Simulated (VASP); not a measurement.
Pt:

```
Pt
1.0
     2.62446    0.00000    0.00000
    -1.31223    2.27285    0.00000
     0.00000    0.00000    4.53176
Pt
2
Cartesian
  1.3122 0.7576 3.3988
  0.0000 1.5152 1.1329
```

Base run:

```yaml
Program: VASP 6.6.1
Functional: LDA
Potentials_or_basis: VASP PAW LDA potentials, release 64 (Pt)
Cutoff: 520 eV
k_mesh: 21 × 21 × 10
Occupations: gaussian, width 0.15 eV
Spin: collinear spin, ferromagnetic start
Starting_moments: "[0.35, 0.35] μB"
Fixed_moment: 0.7 μB
```

Its results: pressure 38.8 GPa; site moments Pt +0.34 μB.

Problem. The run is repeated on the same cell with these changes: fixed moment from 0.7 μB to 0.4 μB; moments at the start from [0.35, 0.35] to [0.2, 0.2]. What comes out?

Solution. Pressure 38.2 GPa; site moments Pt +0.20 μB.

Caveats: the total moment is fixed, so each spin has its own Fermi level.
